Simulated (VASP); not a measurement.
A run of VASP 6.6.1 is set up as follows.

File POSCAR:

```
Co
1.0
    0.0000000000      1.7100000000      1.7100000000
    3.4200000000      0.0000000000      3.4200000000
    1.7100000000      1.7100000000      0.0000000000
Co
2
Direct
    0.0000000000      0.0000000000      0.0000000000
    0.0000000000      0.5000000000      0.0000000000
```

The input INCAR.step1:

```
SYSTEM = Co
  ALGO = Normal
  EDIFF = 1E-4
  ENCUT = 520
  GGA = PE
  ISMEAR = 0
  ISPIN = 2
  ISYM = 0
  LASPH = .TRUE.
  LCHARG = .FALSE.
  LMAXMIX = 4
  LREAL = .FALSE.
  LWAVE = .TRUE.
  MAGMOM = 3 3
  NBANDS = 20
  NELM = 150
  PREC = Accurate
  SIGMA = 0.1
```

The input INCAR.step2:

```
SYSTEM = Co
  ALGO = Normal
  EDIFF = 1E-7
  ENCUT = 520
  ISIF = 2
  ISMEAR = 0
  ISPIN = 2
  ISTART = 1
  ISYM = 0
  LASPH = .TRUE.
  LCHARG = .FALSE.
  LMAXMIX = 4
  LMIXTAU = .TRUE.
  LORBIT = 11
  LREAL = .FALSE.
  LWAVE = .FALSE.
  MAGMOM = 3 3
  METAGGA = R2SCAN
  NBANDS = 20
  NELM = 150
  PREC = Accurate
  SIGMA = 0.1
```

File KPOINTS:

```
k-points
0
G
  13 7 13
  0 0 0
```

Potentials or basis: VASP PAW PBE potentials, release 64 (Co).

Run with:

```bash
$ cat potpaw_PBE.64/Co/POTCAR > POTCAR
$ cp INCAR.step1 INCAR
$ mpirun -np 1 vasp_std > vasp.out
$ cp INCAR.step2 INCAR
$ mpirun -np 1 vasp_std > vasp.out
```

Task: What does it give for the net moment?

Result: 3.59 μB per cell.

Task: Predict the site moments.

Result: Co +1.83 μB.

Task: What does it give for the pressure?

Result: 20.6 GPa.

Stress tensor (GPa, compression positive):
```
20.55  0.08 -0.44
 0.08 20.68  0.08
-0.44  0.08 20.55
```

Caveat: the cell stands under pressure; the PAW data sets were made with another functional, which shifts forces and pressure a little.
